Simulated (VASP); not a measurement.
# Sb (P4/mmm) in VASP: further runs, part 2 of 2

VASP 6.6.1. The steps go on from the part before.

**3. Electric field gradients, PBE (z stretched by +1.5 % at fixed volume)**

Contents of INCAR:

```
PREC = Accurate
ENCUT = 520
EDIFF = 1E-8
ISMEAR = -1
SIGMA = 0.05
LREAL = F
LASPH = T
NELM = 80
ALGO = Normal
ISIF = 2
LWAVE = F
LCHARG = F
GGA = PE
LEFG = T
NBANDS = 8
```

Contents of KPOINTS:

```
regular mesh
0
Gamma
  13 13 13
```

Contents of POSCAR:

```
Sb
1.0
    3.1365633354      0.0000000000      0.0000000000
    0.0000000000      3.1365633354      0.0000000000
    0.0000000000      0.0000000000      3.2074000000
Sb
1
Direct
    0.0000000000      0.0000000000      0.0000000000
```

Potentials or basis: VASP PAW PBE potentials, release 64 (Sb).

On the command line:

```sh
$ cat potpaw_PBE.64/Sb/POTCAR > POTCAR
$ mpirun -np 1 vasp_std > vasp.out
```

OUTCAR:

```text
PREC = Accurate
   ENCUT = 520
   EDIFF = 1E-8
   ISMEAR = -1
   LREAL = F
   LASPH = T
   NELM = 80
   ISIF = 2
   GGA = PE

 ion  position               nearest neighbor table
   1  0.000  0.000  0.000-

  LATTYP: Found a simple tetragonal cell.
 ALAT       =     3.1365633354
 C/A-ratio  =     1.0225841652

  Lattice vectors:

 A1 = (   3.1365633354,   0.0000000000,   0.0000000000)
 A2 = (   0.0000000000,   3.1365633354,   0.0000000000)
 A3 = (   0.0000000000,   0.0000000000,   3.2074000000)

Analysis of symmetry for initial positions (statically):
=====================================================================
 Subroutine PRICEL returns:
 Original cell was already a primitive cell.

 Routine SETGRP: Setting up the symmetry group for a
 simple tetragonal supercell.

 Subroutine GETGRP returns: Found 16 space group operations
 (whereof 16 operations were pure point group operations)
 out of a pool of 16 trial point group operations.

The static configuration has the point symmetry D_4h.

Analysis of symmetry for dynamics (positions and initial velocities):
=====================================================================
 Subroutine PRICEL returns:
 Original cell was already a primitive cell.

 Routine SETGRP: Setting up the symmetry group for a
 simple tetragonal supercell.

 Subroutine GETGRP returns: Found 16 space group operations
 (whereof 16 operations were pure point group operations)
 out of a pool of 16 trial point group operations.

The dynamic configuration has the point symmetry D_4h.

 Subroutine INISYM returns: Found 16 space group operations
 (whereof 16 operations are pure point group operations),
 and found     1 'primitive' translations

----------------------------------------------------------------------------------------

                                     Primitive cell

  volume of cell :      31.5545

  direct lattice vectors                    reciprocal lattice vectors
     3.136563335  0.000000000  0.000000000     0.318820280  0.000000000  0.000000000
     0.000000000  3.136563335  0.000000000     0.000000000  0.318820280  0.000000000
     0.000000000  0.000000000  3.207400000     0.000000000  0.000000000  0.311779011

  length of vectors
     3.136563335  3.136563335  3.207400000     0.318820280  0.318820280  0.311779011

  position of ions in fractional coordinates (direct lattice)
     0.000000000  0.000000000  0.000000000

  ion indices of the primitive-cell ions
   primitive index   ion index
                 1           1

----------------------------------------------------------------------------------------

 KPOINTS: regular mesh

Automatic generation of k-mesh.
 Grid dimensions read from file:
 generate k-points for:   13   13   13

 Generating k-lattice:

  Cartesian coordinates                     Fractional coordinates (reciprocal lattice)
     0.024524637  0.000000000  0.000000000     0.076923077  0.000000000  0.000000000
[... 61 lines left out ...]
   EDIFFG = 0.1E-06   stopping-criterion for IOM
   NSW    =      0    number of steps for IOM
   IBRION =     -1    ionic relax: 0-MD 1-quasi-New 2-CG
   NFREE  =      0    steps in history (QN), initial steepest desc. (CG)
   ISIF   =      2    stress and relaxation
   ISYM   =      2    0-nonsym 1-usesym 2-fastsym
   POTIM  = 0.5000    time-step for ionic-motion
   TEBEG  =    0.0;   TEEND  =   0.0 temperature during run
   PSTRESS=    0.0 pullay stress
   NELECT =       5.0000    total number of electrons
   NUPDOWN=      -1.0000    fix difference up-down
   EMIN   =  10.00;   EMAX   =-10.00  energy-range for DOS
   EFERMI =   0.00;   METHOD = LEGACY
   ISMEAR =    -1;   SIGMA  =   0.05  broadening in eV -4-tet -1-fermi 0-gaus
   EFERMI_NEDOS =   21; number of points for ismear=-14 and -15
   IALGO  =     38    algorithm
   IMIX   =      4    mixing-type and parameters
     AMIX     =   0.40;   BMIX     =  1.00
     AMIX_MAG =   1.60;   BMIX_MAG =  1.00
  volume/ion in A,a.u.               =      31.55       212.94
  Fermi-wavevector in a.u.,A,eV,Ry     =   0.885886  1.674081 10.677766  0.784794
  Thomas-Fermi vector in A             =   2.006979
   LORBIT       =      0    0 simple, 1 ext, 2 COOP (PROOUT), +10 PAW based schemes
   GGA     = PE    functional components
   LHFCALC =     F    Hartree Fock is set to
   AEXX    =    0.0000 exact exchange contribution
   IVDW    =     0    specifies the selected vdW correction
   LEPSILON=     F    determine dielectric tensor
   LRPA    =     F    only Hartree local field effects (RPA)
 non-spin polarized calculation
  energy-cutoff  :      520.00
  volume of cell :       31.55
 maximum number of plane-waves:       874
 NGX is ok and might be reduce to    24

 number of electron       5.0000000 magnetization

 Free energy of the ion-electron system (eV)
  ---------------------------------------------------
  ext. energy  EPLUGINS =         0.00000000
  ---------------------------------------------------
  free energy    TOTEN  =        -4.08895684 eV

  energy without entropy =       -4.08570238  energy(sigma->0) =       -4.08732961

 E-fermi :   6.5020     XC(G=0):  -9.3863

 val. band max:        6.3939822375   @ k =   0.3077   0.2308   0.0769
 cond. band min:       6.5104156034   @ k =   0.2308   0.1538   0.3077
 fundamental gap:      0.1164333658
 Fermi energy:         6.5019726365

 k-point     1 :       0.0000    0.0000    0.0000
  band No.  band energies     occupation
      1      -5.5275      2.00000
      2       9.1788      0.00000
      3       9.7657      0.00000
      4       9.7657      0.00000
      5      13.1098      0.00000
      6      13.4491      0.00000
      7      14.4432      0.00000
      8      23.6622      0.00000
[... 243 lines left out ...]
 k-point    24 :       0.3846    0.3077    0.0000
  band No.  band energies     occupation
      1      -2.4447      2.00000
      2       3.2957      2.00000
      3       5.1713      2.00000
      4      11.4831      0.00000
      5      11.8796      0.00000
      6      16.3034      0.00000
      7      18.9496      0.00000
      8      19.4371      0.00000

 [... further k-points ...]
[... 5 lines left out ...]
  --------------------------------------------------------------------------------------
  -------------------------------------------------------------------------------------
  Total       -0.2873772     -0.2873772     -0.8933483      0.0000000      0.0000000      0.0000000
  in kB      -14.5915563    -14.5915563    -45.3596951      0.0000000      0.0000000      0.0000000
  external PRESSURE =     -24.8476026 kB  Pullay stress =       0.0000000 kB

 VOLUME and BASIS-vectors are now :
 -----------------------------------------------------------------------------
  energy-cutoff  :      520.00
  volume of cell :       31.55
      direct lattice vectors                 reciprocal lattice vectors
     3.136563335  0.000000000  0.000000000     0.318820280  0.000000000  0.000000000
     0.000000000  3.136563335  0.000000000     0.000000000  0.318820280  0.000000000
     0.000000000  0.000000000  3.207400000     0.000000000  0.000000000  0.311779011

 POSITION                                       TOTAL-FORCE (eV/Angst)
 -----------------------------------------------------------------------------------
      0.00000      0.00000      0.00000         0.000000      0.000000      0.000000
 -----------------------------------------------------------------------------------
    total drift:                                0.000000      0.000000      0.000000

  FREE ENERGIE OF THE ION-ELECTRON SYSTEM (eV)
  ---------------------------------------------------
  free  energy   TOTEN  =        -4.0889568436 eV

  energy  without entropy=       -4.0857023841  energy(sigma->0) =       -4.08732961

 Electric field gradients (V/A^2)
---------------------------------------------------------------------
 ion       V_xx      V_yy      V_zz      V_xy      V_xz      V_yz
---------------------------------------------------------------------
   1      -5.028    -5.028    10.057     0.000     0.000     0.000
---------------------------------------------------------------------

 Electric field gradients after diagonalization (V/A^2)
 (convention: |V_zz| > |V_xx| > |V_yy|)
----------------------------------------------------------------------
 ion       V_xx      V_yy      V_zz     asymmetry (V_yy - V_xx)/ V_zz
----------------------------------------------------------------------
   1      -5.028    -5.028    10.057       0.000
----------------------------------------------------------------------

           NMR quadrupolar parameters

 Cq : quadrupolar parameter    Cq=e*Q*V_zz/h
 eta: asymmetry parameters     (V_yy - V_xx)/ V_zz
 Q  : nuclear electric quadrupole moment in mb (millibarn)
----------------------------------------------------------------------
 ion       Cq(MHz)       eta       Q (mb)
----------------------------------------------------------------------
   1       0.024       0.000       1.000
----------------------------------------------------------------------
```

stdout:

```text
POSCAR found type information on POSCAR Sb
 POSCAR found :  1 types and       1 ions
 scaLAPACK will be used
 LDA part: xc-table for (Slater+PW92), standard interpolation
 POSCAR, INCAR and KPOINTS ok, starting setup
 FFT: planning ... GRIDC
 FFT: planning ... GRID_SOFT
 FFT: planning ... GRID
 WAVECAR not read
 entering main loop
ion   1
```

Run time: 14 s. Hardware: 1 thread of Intel Xeon Platinum 8488C (Sapphire Rapids), shared host; peak memory 0.17 GiB.

Results:

```yaml
Free_energy: -4.0890 eV
Pressure: -2.5 GPa
Band_gap_on_the_k_mesh: zero (an odd number of electrons rules out a gap without spin polarisation)
Largest_electric_field_gradient_by_atom: Sb +10.1 V/Å²
```

Electric field gradients, principal values (V/Å²):
```csv
atom,least,middle,greatest (by size)
1 Sb,-5.028,-5.028,10.057
```

Caveat: without QUAD_EFG the Cq values of the log hold for a quadrupole moment of 1 mb, not for the nuclei; spin-orbit coupling is left out, which moves the levels of the heavy elements.

**4. Electric field gradients, PBE**

This run uses another cell than the first one, of the same volume but with other edges.

Contents of INCAR:

```
PREC = Accurate ; ENCUT = 520
EDIFF = 1E-8 ; ISMEAR = 1
SIGMA = 0.05 ; LREAL = F
LASPH = T ; NELM = 100
ALGO = Normal ; ISIF = 2
LWAVE = F ; LCHARG = F
GGA = PE ; LEFG = T
NBANDS = 8
```

KPOINTS is that of step 3.

Contents of POSCAR:

```
Sb
1.0
    3.0986349352      0.0000000000      0.0000000000
    0.0000000000      3.0986349352      0.0000000000
    0.0000000000      0.0000000000      3.2864000000
Sb
1
Direct
    0.0000000000      0.0000000000      0.0000000000
```

Potentials or basis: VASP PAW PBE potentials, release 64 (Sb).

On the command line:

```sh
$ cat potpaw_PBE.64/Sb/POTCAR > POTCAR
$ mpirun -np 1 vasp_std > vasp.out
```

OUTCAR:

```text
PREC = Accurate
   ENCUT = 520
   EDIFF = 1E-8
   ISMEAR = 1
   LREAL = F
   LASPH = T
   NELM = 100
   ISIF = 2
   GGA = PE

 ion  position               nearest neighbor table
   1  0.000  0.000  0.000-

  LATTYP: Found a simple tetragonal cell.
 ALAT       =     3.0986349352
 C/A-ratio  =     1.0605960588

  Lattice vectors:

 A1 = (   3.0986349352,   0.0000000000,   0.0000000000)
 A2 = (   0.0000000000,   3.0986349352,   0.0000000000)
 A3 = (   0.0000000000,   0.0000000000,   3.2864000000)

Analysis of symmetry for initial positions (statically):
=====================================================================
 Subroutine PRICEL returns:
 Original cell was already a primitive cell.

 Routine SETGRP: Setting up the symmetry group for a
 simple tetragonal supercell.

 Subroutine GETGRP returns: Found 16 space group operations
 (whereof 16 operations were pure point group operations)
[... 445 lines left out ...]

 VOLUME and BASIS-vectors are now :
 -----------------------------------------------------------------------------
  energy-cutoff  :      520.00
  volume of cell :       31.55
      direct lattice vectors                 reciprocal lattice vectors
     3.098634935  0.000000000  0.000000000     0.322722754  0.000000000  0.000000000
     0.000000000  3.098634935  0.000000000     0.000000000  0.322722754  0.000000000
     0.000000000  0.000000000  3.286400000     0.000000000  0.000000000  0.304284323

 POSITION                                       TOTAL-FORCE (eV/Angst)
 -----------------------------------------------------------------------------------
      0.00000      0.00000      0.00000         0.000000      0.000000      0.000000
 -----------------------------------------------------------------------------------
    total drift:                               -0.000000      0.000000      0.000000

  FREE ENERGIE OF THE ION-ELECTRON SYSTEM (eV)
  ---------------------------------------------------
  free  energy   TOTEN  =        -4.0646832432 eV

  energy  without entropy=       -4.0646668594  energy(sigma->0) =       -4.06467778

 Electric field gradients (V/A^2)
---------------------------------------------------------------------
 ion       V_xx      V_yy      V_zz      V_xy      V_xz      V_yz
---------------------------------------------------------------------
   1       1.990     1.990    -3.981     0.000     0.000     0.000
---------------------------------------------------------------------

 Electric field gradients after diagonalization (V/A^2)
 (convention: |V_zz| > |V_xx| > |V_yy|)
----------------------------------------------------------------------
 ion       V_xx      V_yy      V_zz     asymmetry (V_yy - V_xx)/ V_zz
----------------------------------------------------------------------
   1       1.990     1.990    -3.981       0.000
----------------------------------------------------------------------

           NMR quadrupolar parameters

 Cq : quadrupolar parameter    Cq=e*Q*V_zz/h
 eta: asymmetry parameters     (V_yy - V_xx)/ V_zz
 Q  : nuclear electric quadrupole moment in mb (millibarn)
----------------------------------------------------------------------
 ion       Cq(MHz)       eta       Q (mb)
----------------------------------------------------------------------
   1      -0.010       0.000       1.000
----------------------------------------------------------------------
```

Run time: 16 s. Hardware: 1 thread of Intel Xeon Platinum 8488C (Sapphire Rapids), shared host; peak memory 0.17 GiB.

What came out:

- Free energy: -4.0647 eV
- Pressure: -2.3 GPa
- Band gap on the k mesh: zero (an odd number of electrons rules out a gap without spin polarisation)
- Largest electric field gradient by atom: Sb -4.0 V/Å²

Stress tensor (GPa, compression positive):
```
-0.38  0.00  0.00
 0.00 -0.38  0.00
 0.00  0.00 -6.08
```

Electric field gradients, principal values (V/Å²):
```tsv
atom	least	middle	greatest (by size)
1 Sb	1.990	1.990	-3.981
```

Caveat: without QUAD_EFG the Cq values of the log hold for a quadrupole moment of 1 mb, not for the nuclei; spin-orbit coupling is left out, which moves the levels of the heavy elements.
